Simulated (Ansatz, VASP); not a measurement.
## One calculation of SiC, two programs

The input INCAR:

```
PREC = Accurate
ENCUT = 600
EDIFF = 1E-6
ISMEAR = 0
SIGMA = 0.01
LREAL = F
LASPH = T
NELM = 120
ALGO = Normal
ISIF = 2
LWAVE = F
LCHARG = F
GGA = PE
NBANDS = 11
GGA_COMPAT = F
```

Contents of KPOINTS:

```
Automatic mesh
0
Gamma
  4 4 4
```

POSCAR

```
SiC
1.0
    0.0000000000      2.1790000000      2.1790000000
    2.1790000000      0.0000000000      2.1790000000
    2.1790000000      2.1790000000      0.0000000000
Si C
1 1
Direct
    0.0000000000      0.0000000000      0.0000000000
    0.2500000000      0.2500000000      0.2500000000
```

Input for Ansatz:

```yaml
crystal:
  atoms:
  - position: [0.0, 0.0, 0.0]
    symbol: Si
  - position: [0.25, 0.25, 0.25]
    symbol: C
  lattice:
  - [0.0, 2.179, 2.179]
  - [2.179, 0.0, 2.179]
  - [2.179, 2.179, 0.0]
hamiltonian:
  dispersion: none
  pseudopotentials:
    kind: all_electron
    lapw: {basis_error: 0.025 meV}
    relativity: scalar
  xc: pbe
kpoints:
  mp_grid:
    grid: [4, 4, 4]
    shift: [0, 0, 0]
magnetization: {spin_polarized: false}
output: {forces: true, stress: true, eigenvalues: true}
scf:
  convergence: {dr2_threshold: 1e-10 eV}
  lower_state_search: 'off'
  max_iter: 200
  occupations: {method: fixed}
```

Alike in both runs: task single point; functional PBE; k mesh 4 × 4 × 4; no spin polarisation.

|  | VASP | Ansatz |
| --- | --- | --- |
| version | VASP 6.6.1 | Ansatz 0.2 development build |
| potentials or method | VASP PAW PBE potentials, release 64 (Si, C), cutoff 600 eV | all-electron full-potential LAPW, scalar-relativistic |
| occupations | gaussian, width 0.01 eV | fixed |

|  | VASP | Ansatz | Ansatz less VASP |
| --- | --- | --- | --- |
| gap on the k mesh at the Fermi level (eV) | 1.31 | 1.31 | +0.001 |
| pressure (GPa) | 3.5 | 3.7 | +0.20 |

Ansatz ran all-electron here, and VASP with PAW potentials.

The k mesh is coarse, so the values compare programs but aren't converged.
